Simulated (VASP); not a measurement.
# BN (P1) in VASP: notebook, part 2 of 2

VASP 6.6.1. The steps go on from the part before.

## 4. Single point, r2SCAN (the part above a cut slid along it)

The input, POSCAR:

```
BN
1.0
   -2.5539396017      0.0000000000      0.0000000000
   -1.2769698008     -2.2117765748      0.0000000000
   -1.0215758407      0.0000000000     12.6805650000
B N
6 6
Direct
    0.5750501333      0.6666666667      0.2290413333
    0.4417168000      0.6666666667      0.5623746667
    0.3083834667      0.6666666667      0.8957080000
    0.3083834667      0.3333333333      0.0623746667
    0.1750501333      0.3333333333      0.3957080000
    0.0417168000      0.3333333333      0.7290413333
    0.6249765333      0.6666666667      0.1042253333
    0.4916432000      0.6666666667      0.4375586667
    0.3583098667      0.6666666667      0.7708920000
   -0.0416901333      0.3333333333      0.9375586667
    0.2249765333      0.3333333333      0.2708920000
    0.0916432000      0.3333333333      0.6042253333
```

The input, INCAR.step1:

```
SYSTEM = BN
PREC     = Accurate       ! precision mode
ENCUT    = 520            ! plane-wave cutoff, eV
ISMEAR   = 0              ! smearing method
SIGMA    = 0.05           ! smearing width, eV
LREAL    = .FALSE.        ! projectors in reciprocal space
LASPH    = .TRUE.         ! aspherical terms in the spheres
NELM     = 60             ! most SCF steps
NBANDS   = 36             ! bands
GGA      = PE             ! functional
ALGO     = Normal         ! electronic algorithm
EDIFF    = 1E-4           ! SCF threshold, eV
LWAVE    = .TRUE.         ! write WAVECAR
LCHARG   = .FALSE.        ! write CHGCAR
```

The input, INCAR.step2:

```
SYSTEM = BN
PREC     = Accurate       ! precision mode
ENCUT    = 520            ! plane-wave cutoff, eV
EDIFF    = 1E-7           ! SCF threshold, eV
ISMEAR   = 0              ! smearing method
SIGMA    = 0.05           ! smearing width, eV
LREAL    = .FALSE.        ! projectors in reciprocal space
LASPH    = .TRUE.         ! aspherical terms in the spheres
NELM     = 60             ! most SCF steps
ALGO     = Normal         ! electronic algorithm
ISIF     = 2              ! what is computed and relaxed
LWAVE    = .FALSE.        ! write WAVECAR
LCHARG   = .FALSE.        ! write CHGCAR
METAGGA  = R2SCAN         ! meta-GGA
LMIXTAU  = .TRUE.       
NBANDS   = 36             ! bands
ISTART   = 1
```

The input, KPOINTS:

```
Automatic mesh
0
G
  10 10 2
  0 0 0
```

Run with:

```console
cat potpaw_PBE.64/B/POTCAR potpaw_PBE.64/N/POTCAR > POTCAR
cp INCAR.step1 INCAR
mpirun -np 1 vasp_std > vasp.out
cp INCAR.step2 INCAR
mpirun -np 1 vasp_std > vasp.out
```

Run time: 16 min. Hardware: 1 thread of Oxide Virtual Turin-like, shared host; peak memory 0.28 GiB.

Results (log left out):

| Item | Value |
| --- | --- |
| Free energy | -112.3011 eV |
| Pressure | -2.7 GPa |
| Largest force | 3.502 eV/Å |
| Band gap on the k mesh | 3.36 eV (least direct gap 4.53 eV) |

Forces in eV/Å, atoms in the order of the input:
```
B    0.138 -0.256  0.370
B   -0.001  0.000  0.204
B   -0.046 -0.648 -0.063
B    2.344  0.201  1.045
B    0.001 -0.018  0.209
B   -0.024  0.005  0.223
N    0.342 -0.948  0.719
N    0.001 -0.002 -0.205
N   -0.143  0.094 -0.428
N   -2.618  1.614 -1.675
N    0.009 -0.044 -0.187
N   -0.003  0.001 -0.213
```

Stress tensor (GPa, compression positive):
```
-13.28  -1.54  12.10
 -1.54  -1.87  -6.30
 12.10  -6.30   7.14
```

Levels at points of the mesh, in eV from the valence-band top:
```tsv
k point	band 21	band 22	band 23	band 24	band 25	band 26	band 27	band 28
(0.00, 0.00, 0.00)	-0.66	-0.33	-0.22	0.00	7.31	8.45	8.70	9.03
(0.50, 0.00, 0.00)	-3.74	-3.27	-2.54	-1.40	3.97	6.71	7.01	7.17
(0.50, 0.50, 0.00)	-3.76	-3.26	-2.57	-1.17	3.36	6.74	6.93	7.21
(0.00, 0.50, 0.00)	-3.64	-2.99	-2.72	-2.46	5.15	6.69	6.93	7.05
(0.00, 0.00, 0.50)	-0.74	-0.56	-0.22	-0.21	7.36	8.49	8.68	9.06
(0.50, 0.00, 0.50)	-3.88	-3.14	-2.57	-1.40	3.96	6.69	6.94	7.22
(0.50, 0.50, 0.50)	-3.93	-3.19	-2.59	-1.24	3.43	6.76	7.01	7.23
(0.00, 0.50, 0.50)	-3.59	-3.40	-2.71	-2.45	5.18	6.76	6.92	7.12
```

Caveat: the cell differs from its parent crystal (the part above a cut slid along it); the stress differs along the axes, from -13 to 7 GPa; the PAW data sets were made with another functional, which shifts forces and pressure a little. A k mesh can miss the band edges.

## 5. Single point, r2SCAN (the part above a cut slid along it)

The input, POSCAR:

```
BN
1.0
   -2.5539396017      0.0000000000      0.0000000000
   -1.2769698008     -2.2117765748      0.0000000000
   -0.2553939602      0.0000000000     12.6805650000
B N
6 6
Direct
    0.6437625333      0.6666666667      0.2290413333
    0.6104292000      0.6666666667      0.5623746667
    0.5770958667      0.6666666667      0.8957080000
    0.3270958667      0.3333333333      0.0623746667
    0.2937625333      0.3333333333      0.3957080000
    0.2604292000      0.3333333333      0.7290413333
    0.6562441333      0.6666666667      0.1042253333
    0.6229108000      0.6666666667      0.4375586667
    0.5895774667      0.6666666667      0.7708920000
    0.2395774667      0.3333333333      0.9375586667
    0.3062441333      0.3333333333      0.2708920000
    0.2729108000      0.3333333333      0.6042253333
```

The input, INCAR.step1:

```
SYSTEM = BN
ALGO = Normal
EDIFF = 1E-4
ENCUT = 520
GGA = PE
ISMEAR = 0
LASPH = .True.
LCHARG = .False.
LREAL = .False.
LWAVE = .True.
NBANDS = 36
NELM = 60
PREC = Accurate
SIGMA = 0.05
```

The input, INCAR.step2:

```
SYSTEM = BN
ALGO = Normal
EDIFF = 1E-7
ENCUT = 520
ISIF = 2
ISMEAR = 0
ISTART = 1
LASPH = .True.
LCHARG = .True.
LELF = .True.
LMIXTAU = .True.
LREAL = .False.
LVHAR = .True.
LWAVE = .False.
METAGGA = R2SCAN
NBANDS = 36
NELM = 60
PREC = Accurate
SIGMA = 0.05
```

The input, KPOINTS:

```
k-points
0
Gamma
  10 10 2
  0 0 0
```

Run with:

```console
cat potpaw_PBE.64/B/POTCAR potpaw_PBE.64/N/POTCAR > POTCAR
cp INCAR.step1 INCAR
mpirun -np 1 vasp_std > vasp.out
cp INCAR.step2 INCAR
mpirun -np 1 vasp_std > vasp.out
```

It took 21 min on 1 thread of Oxide Virtual Turin-like, shared host; peak memory 0.28 GiB.

Results (log left out):

```yaml
Free_energy: -114.5954 eV
Pressure: -3.7 GPa
Largest_force: 1.385 eV/Å
Band_gap_on_the_k_mesh: 5.80 eV
```

Forces in eV/Å, atoms in the order of the input:
```
B    0.086 -0.016  0.055
B   -0.001  0.000  0.040
B   -0.070 -0.057  0.014
B    1.323  0.022 -0.006
B    0.001 -0.001  0.041
B   -0.013  0.001  0.041
N    0.128 -0.072  0.028
N    0.001  0.000 -0.040
N   -0.078  0.006 -0.058
N   -1.380  0.121 -0.035
N    0.004 -0.003 -0.039
N   -0.001  0.000 -0.041
```

Stress tensor (GPa, compression positive):
```
-4.27 -0.74  6.61
-0.74 -3.29 -0.40
 6.61 -0.40 -3.60
```

Levels at points of the mesh, in eV from the valence-band top:
```csv
k point,band 22,band 23,band 24,band 25,band 26,band 27
"(0.00, 0.00, 0.00)",-0.31,-0.10,0.00,8.77,8.98,9.15
"(0.50, 0.00, 0.00)",-3.16,-3.09,-2.25,6.77,7.15,7.20
"(0.50, 0.50, 0.00)",-3.16,-3.02,-2.23,6.44,7.06,7.21
"(0.00, 0.50, 0.00)",-3.14,-3.04,-2.24,6.92,6.97,7.20
"(0.00, 0.00, 0.50)",-0.25,-0.23,-0.18,8.86,9.11,9.17
"(0.50, 0.00, 0.50)",-3.41,-2.53,-2.49,6.88,7.14,7.23
"(0.50, 0.50, 0.50)",-3.42,-2.52,-2.48,6.63,7.15,7.26
"(0.00, 0.50, 0.50)",-3.64,-2.52,-2.48,7.02,7.07,7.27
```

Caveat: the cell differs from its parent crystal (the part above a cut slid along it); the cell stands under tension; the PAW data sets were made with another functional, which shifts forces and pressure a little. A k mesh can miss the band edges.

## 6. The runs side by side

| cell | gap on the mesh (eV) | pressure (GPa) | largest force (eV/Å) |
| --- | --- | --- | --- |
| a = 2.554, b = 2.554, c = 12.704 Å, angles 88.3, 86.5, 60.0°, 12 atoms | 4.34 | -3.3 | 3.55 |
| a = 2.554, b = 2.554, c = 12.691 Å, angles 88.8, 87.7, 60.0°, 12 atoms | 5.47 | -3.7 | 2.68 |
| a = 2.554, b = 2.554, c = 12.722 Å, angles 87.7, 85.4, 60.0°, 12 atoms | 3.36 | -2.7 | 3.50 |
| a = 2.554, b = 2.554, c = 12.683 Å, angles 89.4, 88.8, 60.0°, 12 atoms | 5.80 | -3.7 | 1.39 |

Alike in all rows: task single point; level r2SCAN; potentials or basis VASP PAW PBE potentials, release 64 (B, N); no spin polarisation; k mesh 10 × 10 × 2; cutoff (eV) 520; smearing gaussian 0.05 eV.

Caveats: the PAW data sets were made with another functional, which shifts forces and pressure a little; the stress differs along the axes, from -10 to 2 GPa (at least some runs); the stress differs along the axes, from -7 to -2 GPa (at least some runs); the stress differs along the axes, from -13 to 7 GPa (at least some runs); the cell stands under tension (at least some runs).

Total energies depend on the potentials used, so only differences within one code and one set of settings carry meaning.
